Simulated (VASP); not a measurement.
# HfO2 (fluorite type) (Fm-3m) in VASP: notebook

HfO2 (fluorite type) is run at these levels: PBEsol; tasks: single point.

Everything below comes from runs of VASP 6.6.1. Logs are shortened: lines on timing, memory, paths and dates and some standing lists are left out, and cuts for length are marked.

## Step 1: The cell of the first run

Symmetry: Fm-3m, No. 225, cubic system. Conventional cell: a = 4.301 Å, b = 4.301 Å, c = 4.301 Å, α = 90.00°, β = 90.00°, γ = 90.00°. Within 2.5 Å of Hf (site symmetry m-3m) lie 8 O at 1.86 Å. Within 2.5 Å of O (site symmetry -43m) lie 4 Hf at 1.86 Å and 6 O at 2.15 Å.

## Step 2: Single point, PBEsol (6.63 Å³/atom)

File INCAR:

```
SYSTEM = HfO2
PREC     = Accurate       ! precision mode
ENCUT    = 520            ! plane-wave cutoff, eV
EDIFF    = 1E-7           ! SCF threshold, eV
ISMEAR   = -1             ! smearing method
SIGMA    = 0.1            ! smearing width, eV
LREAL    = .False.        ! projectors in reciprocal space
LASPH    = .True.         ! aspherical terms in the spheres
NELM     = 80             ! most SCF steps
ALGO     = Normal         ! electronic algorithm
ISIF     = 2              ! what is computed and relaxed
LWAVE    = .False.        ! write WAVECAR
LCHARG   = .False.        ! write CHGCAR
GGA      = PS             ! functional
NBANDS   = 18             ! bands
```

File KPOINTS:

```
Automatic mesh
0
Gamma
  11 11 11
  0 0 0
```

File POSCAR:

```
HfO2
1.0
    0.0000000000      2.1503154492      2.1503154492
    2.1503154492      0.0000000000      2.1503154492
    2.1503154492      2.1503154492      0.0000000000
Hf O
1 2
Direct
    0.0000000000      0.0000000000      0.0000000000
    0.2500000000      0.2500000000      0.2500000000
    0.7500000000      0.7500000000      0.7500000000
```

Potentials or basis: VASP PAW PBE potentials, release 64 (Hf_pv, O).

Run with:

```console
cat potpaw_PBE.64/Hf_pv/POTCAR potpaw_PBE.64/O/POTCAR > POTCAR
mpirun -np 1 vasp_std > vasp.out
```

OUTCAR:

```text
SYSTEM = HfO2
   PREC = Accurate
   ENCUT = 520
   EDIFF = 1E-7
   ISMEAR = -1
   LREAL = .False.
   LASPH = .True.
   NELM = 80
   ISIF = 2
   GGA = PS

 ion  position               nearest neighbor table
   1  0.000  0.000  0.000-   3 1.86   3 1.86   3 1.86   2 1.86   3 1.86   2 1.86   2 1.86   2 1.86

   2  0.250  0.250  0.250-   1 1.86   1 1.86   1 1.86   1 1.86
   3  0.750  0.750  0.750-   1 1.86   1 1.86   1 1.86   1 1.86

  LATTYP: Found a face centered cubic cell.
 ALAT       =     4.3006308984

  Lattice vectors:

 A1 = (   0.0000000000,   2.1503154492,   2.1503154492)
 A2 = (   2.1503154492,   0.0000000000,   2.1503154492)
 A3 = (   2.1503154492,   2.1503154492,   0.0000000000)

Analysis of symmetry for initial positions (statically):
=====================================================================
 Subroutine PRICEL returns:
 Original cell was already a primitive cell.

 Routine SETGRP: Setting up the symmetry group for a
 face centered cubic supercell.

 Subroutine GETGRP returns: Found 48 space group operations
 (whereof 48 operations were pure point group operations)
 out of a pool of 48 trial point group operations.

The static configuration has the point symmetry O_h .

Analysis of symmetry for dynamics (positions and initial velocities):
=====================================================================
 Subroutine PRICEL returns:
 Original cell was already a primitive cell.

 Routine SETGRP: Setting up the symmetry group for a
 face centered cubic supercell.

 Subroutine GETGRP returns: Found 48 space group operations
 (whereof 48 operations were pure point group operations)
 out of a pool of 48 trial point group operations.

The dynamic configuration has the point symmetry O_h .

 Subroutine INISYM returns: Found 48 space group operations
 (whereof 48 operations are pure point group operations),
 and found     1 'primitive' translations

----------------------------------------------------------------------------------------

                                     Primitive cell

  volume of cell :      19.8855

  direct lattice vectors                    reciprocal lattice vectors
     0.000000000  2.150315449  2.150315449    -0.232524023  0.232524023  0.232524023
     2.150315449  0.000000000  2.150315449     0.232524023 -0.232524023  0.232524023
     2.150315449  2.150315449  0.000000000     0.232524023  0.232524023 -0.232524023

  length of vectors
     3.041005272  3.041005272  3.041005272     0.402743423  0.402743423  0.402743423

  position of ions in fractional coordinates (direct lattice)
     0.000000000  0.000000000  0.000000000
     0.250000000  0.250000000  0.250000000
     0.750000000  0.750000000  0.750000000

  ion indices of the primitive-cell ions
   primitive index   ion index
                 1           1
                 2           2
                 3           3

----------------------------------------------------------------------------------------

 KPOINTS: Automatic mesh

Automatic generation of k-mesh.
 Grid dimensions read from file:
 generate k-points for:   11   11   11

 Generating k-lattice:

  Cartesian coordinates                     Fractional coordinates (reciprocal lattice)
    -0.021138548  0.021138548  0.021138548     0.090909091  0.000000000  0.000000000
     0.021138548 -0.021138548  0.021138548     0.000000000  0.090909091  0.000000000
     0.021138548  0.021138548 -0.021138548     0.000000000  0.000000000  0.090909091

  Length of vectors
     0.036613038  0.036613038  0.036613038

  Shift w.r.t. Gamma in fractional coordinates (k-lattice)
     0.000000000  0.000000000  0.000000000

 Subroutine IBZKPT returns following result:
 ===========================================

 Found     56 irreducible k-points:

 Following reciprocal coordinates:
            Coordinates               Weight
  0.000000  0.000000  0.000000      1.000000
  0.090909  0.000000  0.000000      8.000000
  0.181818  0.000000  0.000000      8.000000
  0.272727  0.000000  0.000000      8.000000
  0.363636  0.000000  0.000000      8.000000
  0.454545  0.000000  0.000000      8.000000
[... 16 lines left out ...]
 -0.272727  0.181818  0.000000     24.000000
 -0.181818  0.181818  0.000000     12.000000
 [... further k-points ...]
   k-points           NKPTS =     56   k-points in BZ     NKDIM =     56   number of bands    NBANDS=     18
   number of dos      NEDOS =    301   number of ions     NIONS =      3
   total plane-waves  NPLWV =  13824
   dimension x,y,z NGX =    24 NGY =   24 NGZ =   24
   dimension x,y,z NGXF=    48 NGYF=   48 NGZF=   48
   ions per type =               1   2
   NGX,Y,Z   is equivalent  to a cutoff of  13.12, 13.12, 13.12 a.u.
   NGXF,Y,Z  is equivalent  to a cutoff of  26.24, 26.24, 26.24 a.u.
 SYSTEM =  HfO2
   PREC   = accura    normal or accurate (medium, high low for compatibility)
   ISTART =      0    job   : 0-new  1-cont  2-samecut
   ICHARG =      2    charge: 1-file 2-atom 10-const
[... 25 lines left out ...]
     AMIX     =   0.40;   BMIX     =  1.00
     AMIX_MAG =   1.60;   BMIX_MAG =  1.00
  volume/ion in A,a.u.               =       6.63        44.73
  Fermi-wavevector in a.u.,A,eV,Ry     =   1.693182  3.199649 39.006054  2.866864
  Thomas-Fermi vector in A             =   2.774634
   LORBIT       =      0    0 simple, 1 ext, 2 COOP (PROOUT), +10 PAW based schemes
   GGA     = PS    functional components
   LHFCALC =     F    Hartree Fock is set to
   AEXX    =    0.0000 exact exchange contribution
   IVDW    =     0    specifies the selected vdW correction
   LEPSILON=     F    determine dielectric tensor
   LRPA    =     F    only Hartree local field effects (RPA)
 non-spin polarized calculation
  energy-cutoff  :      520.00
  volume of cell :       19.89
 maximum number of plane-waves:       550
   NGX = 11   NGY = 11   NGZ = 11

 number of electron      21.9999997 magnetization

 Free energy of the ion-electron system (eV)
  ---------------------------------------------------
  ext. energy  EPLUGINS =         0.00000000
  ---------------------------------------------------
  free energy    TOTEN  =       -23.37291988 eV

  energy without entropy =      -23.37291988  energy(sigma->0) =      -23.37291988

 E-fermi :  11.3000     XC(G=0): -14.9606

 val. band max:        9.2864311821   @ k =  -0.4545   0.4545   0.0000
 cond. band min:      13.7698642032   @ k =   0.0000   0.0000   0.0000
 fundamental gap:      4.4834330211
 Fermi energy:        11.2999836247

 k-point     1 :       0.0000    0.0000    0.0000
  band No.  band energies     occupation
      1     -18.5887      2.00000
      2     -18.5887      2.00000
      3     -18.5887      2.00000
      4     -12.8656      2.00000
      5      -6.8758      2.00000
      6      -0.0735      2.00000
[... 10 lines left out ...]
     17      27.5045      0.00000
     18      27.5045      0.00000

 k-point     2 :       0.0909    0.0000    0.0000
  band No.  band energies     occupation
      1     -18.9854      2.00000
      2     -18.6193      2.00000
      3     -18.6193      2.00000
      4     -12.3766      2.00000
      5      -7.2302      2.00000
      6       0.0849      2.00000
[... 10 lines left out ...]
     17      26.8350      0.00000
     18      26.8350      0.00000

 k-point     3 :       0.1818    0.0000    0.0000
  band No.  band energies     occupation
      1     -19.8341      2.00000
      2     -18.6998      2.00000
      3     -18.6998      2.00000
      4     -11.3870      2.00000
      5      -7.7896      2.00000
      6       0.4983      2.00000
[... 10 lines left out ...]
     17      25.9109      0.00000
     18      25.9109      0.00000

 k-point     4 :       0.2727    0.0000    0.0000
  band No.  band energies     occupation
      1     -20.6940      2.00000
      2     -18.8024      2.00000
      3     -18.8024      2.00000
      4     -10.8348      2.00000
      5      -7.6408      2.00000
      6       0.9899      2.00000
[... 375 lines left out ...]
      4      -9.7751      2.00000
      5      -7.0387      2.00000
      6       1.6744      2.00000
[... 10 lines left out ...]
     17      24.7006      0.00000
     18      25.5756      0.00000

 k-point    23 :      -0.2727    0.1818    0.0000
  band No.  band energies     occupation
      1     -21.0491      2.00000
      2     -19.7064      2.00000
      3     -18.8982      2.00000
      4      -9.5354      2.00000
      5      -7.9234      2.00000
      6       1.4960      2.00000
[... 10 lines left out ...]
     17      25.3648      0.00000
     18      25.6044      0.00000

 k-point    24 :      -0.1818    0.1818    0.0000
  band No.  band energies     occupation
      1     -20.6369      2.00000
      2     -19.3657      2.00000
      3     -18.7819      2.00000
      4      -9.8035      2.00000
      5      -8.4199      2.00000
      6       1.2268      2.00000
[... 10 lines left out ...]
     17      25.6350      0.00000
     18      25.7675      0.00000

 [... further k-points ...]

------------------------ aborting loop because EDIFF is reached ----------------------------------------

  FORCE on cell =-STRESS in cart. coord.  units (eV):
  Direction    XX          YY          ZZ          XY          YZ          ZX
  --------------------------------------------------------------------------------------
  -------------------------------------------------------------------------------------
  Total       41.7212552     41.7212552     41.7212552      0.0000000      0.0000000     -0.0000000
  in kB     3361.4869305   3361.4869305   3361.4869305      0.0000000      0.0000000     -0.0000000
  external PRESSURE =    3361.4869305 kB  Pullay stress =       0.0000000 kB

 VOLUME and BASIS-vectors are now :
 -----------------------------------------------------------------------------
  energy-cutoff  :      520.00
  volume of cell :       19.89
      direct lattice vectors                 reciprocal lattice vectors
     0.000000000  2.150315449  2.150315449    -0.232524023  0.232524023  0.232524023
     2.150315449  0.000000000  2.150315449     0.232524023 -0.232524023  0.232524023
     2.150315449  2.150315449  0.000000000     0.232524023  0.232524023 -0.232524023

 POSITION                                       TOTAL-FORCE (eV/Angst)
 -----------------------------------------------------------------------------------
      0.00000      0.00000      0.00000         0.000000      0.000000      0.000000
      1.07516      1.07516      1.07516        -0.000000      0.000000      0.000000
      3.22547      3.22547      3.22547        -0.000000     -0.000000     -0.000000
 -----------------------------------------------------------------------------------
    total drift:                                0.000000      0.000000      0.000000

  FREE ENERGIE OF THE ION-ELECTRON SYSTEM (eV)
  ---------------------------------------------------
  free  energy   TOTEN  =       -23.3729198772 eV

  energy  without entropy=      -23.3729198771  energy(sigma->0) =      -23.37291988
```

It took 17 s on 1 thread of Intel Xeon Platinum 8488C (Sapphire Rapids), shared host; peak memory 0.14 GiB.

Results:

```yaml
Free_energy: -23.3729 eV
Pressure: 336.1 GPa
Band_gap_on_the_k_mesh: 4.48 eV (least direct gap 5.28 eV)
```

Levels at points of the mesh, in eV from the valence-band top:
```csv
k point,band 8,band 9,band 10,band 11,band 12,band 13,band 14,band 15
"(0.00, 0.00, 0.00)",-9.36,-0.88,-0.88,-0.88,4.48,4.48,9.57,16.31
```

Caveat: the cell stands under pressure; the PAW data sets were made with another functional, which shifts forces and pressure a little; spin-orbit coupling is left out, which moves the levels of the heavy elements; an odd mesh through Γ misses points on the zone boundary, where band edges can lie.

## Step 3: Single point, PBEsol (7.70 Å³/atom)

This run uses another cell than the first one, of 7.70 Å³/atom.

File INCAR:

```
PREC = Accurate
ENCUT = 520
EDIFF = 1E-6
ISMEAR = -1
SIGMA = 0.1
LREAL = F
LASPH = T
NELM = 80
ALGO = Normal
ISIF = 2
LWAVE = F
LCHARG = T
GGA = PS
LELF = T
LVHAR = T
NBANDS = 18
```

File KPOINTS:

```
regular mesh
0
Gamma
  11 11 11
```

File POSCAR:

```
HfO2
1.0
    0.0000000000      2.2602116589      2.2602116589
    2.2602116589      0.0000000000      2.2602116589
    2.2602116589      2.2602116589      0.0000000000
Hf O
1 2
Direct
    0.0000000000      0.0000000000      0.0000000000
    0.2500000000      0.2500000000      0.2500000000
    0.7500000000      0.7500000000      0.7500000000
```

Potentials or basis: VASP PAW PBE potentials, release 64 (Hf_pv, O).

Run with:

```console
cat potpaw_PBE.64/Hf_pv/POTCAR potpaw_PBE.64/O/POTCAR > POTCAR
mpirun -np 1 vasp_std > vasp.out
```

Run time: 25 s. Hardware: 1 thread of Intel Xeon Platinum 8488C (Sapphire Rapids), shared host; peak memory 0.15 GiB.

Results (log left out):

```
Free energy            : -28.2408 eV
Pressure               : 166.9 GPa
Band gap on the k mesh : 4.40 eV (least direct gap 4.80 eV)
```

Levels at points of the mesh, in eV from the valence-band top:
```tsv
k point	band 8	band 9	band 10	band 11	band 12	band 13	band 14	band 15
(0.00, 0.00, 0.00)	-7.92	-0.77	-0.77	-0.77	4.40	4.40	8.43	15.51
```

Caveat: the cell stands under pressure; the PAW data sets were made with another functional, which shifts forces and pressure a little; spin-orbit coupling is left out, which moves the levels of the heavy elements; an odd mesh through Γ misses points on the zone boundary, where band edges can lie.

## Step 4: Single point, PBEsol (7.70 Å³/atom)

This run uses another cell than the first one, of 7.70 Å³/atom.

File INCAR:

```
SYSTEM = HfO2
PREC = Accurate
ENCUT = 520
EDIFF = 1E-6
ISMEAR = -1
SIGMA = 0.1
LREAL = .False.
LASPH = .True.
NELM = 80
ALGO = Normal
ISIF = 2
LWAVE = .False.
LCHARG = .False.
GGA = PS
NBANDS = 18
```

File KPOINTS:

```
Automatic mesh
0
Gamma
  11 11 11
  0 0 0
```

POSCAR is that of step 3.

Run with:

```console
cat potpaw_PBE.64/Hf_pv/POTCAR potpaw_PBE.64/O/POTCAR > POTCAR
mpirun -np 1 vasp_std > vasp.out
```

Run time: 13 s. Hardware: 1 thread of Intel Xeon Platinum 8488C (Sapphire Rapids), shared host; peak memory 0.15 GiB.

Results (log left out):

| Quantity | Value |
| --- | --- |
| Free energy | -28.2408 eV |
| Pressure | 166.9 GPa |
| Band gap on the k mesh | 4.40 eV (least direct gap 4.80 eV) |

Levels at points of the mesh, in eV from the valence-band top:
| k point | band 7 | band 8 | band 9 | band 10 | band 11 | band 12 | band 13 | band 14 | band 15 | band 16 |
| --- | --- | --- | --- | --- | --- | --- | --- | --- | --- | --- |
| (0.00, 0.00, 0.00) | -7.92 | -7.92 | -0.77 | -0.77 | -0.77 | 4.40 | 4.40 | 8.43 | 15.51 | 15.51 |

Caveat: the cell stands under pressure; the PAW data sets were made with another functional, which shifts forces and pressure a little; spin-orbit coupling is left out, which moves the levels of the heavy elements; an odd mesh through Γ misses points on the zone boundary, where band edges can lie.

## Step 5: Single point, PBEsol (9.41 Å³/atom)

This run uses another cell than the first one, of 9.41 Å³/atom.

File INCAR:

```
SYSTEM = HfO2
PREC     = Accurate       ! precision mode
ENCUT    = 520            ! plane-wave cutoff, eV
EDIFF    = 1E-7           ! SCF threshold, eV
ISMEAR   = -1             ! smearing method
SIGMA    = 0.1            ! smearing width, eV
LREAL    = .FALSE.        ! projectors in reciprocal space
LASPH    = .TRUE.         ! aspherical terms in the spheres
NELM     = 100            ! most SCF steps
ALGO     = Normal         ! electronic algorithm
ISIF     = 2              ! what is computed and relaxed
LWAVE    = .FALSE.        ! write WAVECAR
LCHARG   = .TRUE.         ! write CHGCAR
GGA      = PS             ! functional
LELF     = .TRUE.         ! ELF
LVHAR    = .TRUE.       
NBANDS   = 18             ! bands
```

File KPOINTS:

```
regular mesh
0
G
  11 11 11
  0 0 0
```

File POSCAR:

```
HfO2
1.0
    0.0000000000      2.4165688296      2.4165688296
    2.4165688296      0.0000000000      2.4165688296
    2.4165688296      2.4165688296      0.0000000000
Hf O
1 2
Direct
    0.0000000000      0.0000000000      0.0000000000
    0.2500000000      0.2500000000      0.2500000000
    0.7500000000      0.7500000000      0.7500000000
```

Run with:

```console
cat potpaw_PBE.64/Hf_pv/POTCAR potpaw_PBE.64/O/POTCAR > POTCAR
mpirun -np 1 vasp_std > vasp.out
```

Run time: 32 s. Hardware: 1 thread of Intel Xeon Platinum 8488C (Sapphire Rapids), shared host; peak memory 0.17 GiB.

The run converged. Its results:

```yaml
Free_energy: -31.2508 eV
Pressure: 39.5 GPa
Band_gap_on_the_k_mesh: 4.11 eV (least direct gap 4.23 eV)
```

Levels at points of the mesh, in eV from the valence-band top:
| k point | band 8 | band 9 | band 10 | band 11 | band 12 | band 13 | band 14 | band 15 |
| --- | --- | --- | --- | --- | --- | --- | --- | --- |
| (0.00, 0.00, 0.00) | -6.32 | -0.65 | -0.65 | -0.65 | 4.11 | 4.11 | 6.83 | 12.38 |

Caveat: the cell stands under pressure; the PAW data sets were made with another functional, which shifts forces and pressure a little; spin-orbit coupling is left out, which moves the levels of the heavy elements; an odd mesh through Γ misses points on the zone boundary, where band edges can lie.

## Step 6: Single point, PBEsol (10.05 Å³/atom)

This run uses another cell than the first one, of 10.05 Å³/atom.

File INCAR:

```
SYSTEM = HfO2
PREC = Accurate
ENCUT = 520
EDIFF = 1E-6
ISMEAR = -1
SIGMA = 0.1
LREAL = .FALSE.
LASPH = .TRUE.
NELM = 80
ALGO = Normal
ISIF = 2
LWAVE = .FALSE.
LCHARG = .TRUE.
GGA = PS
LELF = .TRUE.
LVHAR = .TRUE.
NBANDS = 18
```

File KPOINTS:

```
Automatic mesh
0
G
  11 11 11
  0 0 0
```

File POSCAR:

```
HfO2
1.0
    0.0000000000      2.4702878550      2.4702878550
    2.4702878550      0.0000000000      2.4702878550
    2.4702878550      2.4702878550      0.0000000000
Hf O
1 2
Direct
    0.0000000000      0.0000000000      0.0000000000
    0.2500000000      0.2500000000      0.2500000000
    0.7500000000      0.7500000000      0.7500000000
```

Potentials or basis: VASP PAW PBE potentials, release 64 (Hf_pv, O).

Run with:

```console
cat potpaw_PBE.64/Hf_pv/POTCAR potpaw_PBE.64/O/POTCAR > POTCAR
mpirun -np 1 vasp_std > vasp.out
```

Wall time 25 s (1 thread of Intel Xeon Platinum 8488C (Sapphire Rapids), shared host); peak memory 0.17 GiB.

The run converged. Its results:

| Quantity | Value |
| --- | --- |
| Free energy | -31.5704 eV |
| Pressure | 14.5 GPa |
| Band gap on the k mesh | 3.95 eV (least direct gap 4.05 eV) |

Levels at points of the mesh, in eV from the valence-band top:
| k point | band 7 | band 8 | band 9 | band 10 | band 11 | band 12 | band 13 | band 14 | band 15 | band 16 |
| --- | --- | --- | --- | --- | --- | --- | --- | --- | --- | --- |
| (0.00, 0.00, 0.00) | -5.86 | -5.86 | -0.62 | -0.62 | -0.62 | 3.98 | 3.98 | 6.30 | 11.47 | 11.47 |

Caveat: the cell stands under pressure; the PAW data sets were made with another functional, which shifts forces and pressure a little; spin-orbit coupling is left out, which moves the levels of the heavy elements; an odd mesh through Γ misses points on the zone boundary, where band edges can lie.

## Step 7: The runs side by side

```tsv
cell	gap on the mesh (eV)	pressure (GPa)
a = 3.041 Å, angles 60.0°, 3 atoms	4.48	336.1
a = 3.196 Å, angles 60.0°, 3 atoms	4.40	166.9
a = 3.418 Å, angles 60.0°, 3 atoms	4.11	39.5
a = 3.494 Å, angles 60.0°, 3 atoms	3.95	14.5
```

Alike in all rows: task single point; level PBEsol; potentials or basis VASP PAW PBE potentials, release 64 (Hf_pv, O); no spin polarisation; k mesh 11 × 11 × 11; cutoff (eV) 520; smearing fermi-dirac 0.1 eV.

Caveats: the cell stands under pressure; the PAW data sets were made with another functional, which shifts forces and pressure a little; spin-orbit coupling is left out, which moves the levels of the heavy elements; an odd mesh through Γ misses points on the zone boundary, where band edges can lie.

Total energies depend on the potentials used, so only differences within one code and one set of settings carry meaning.
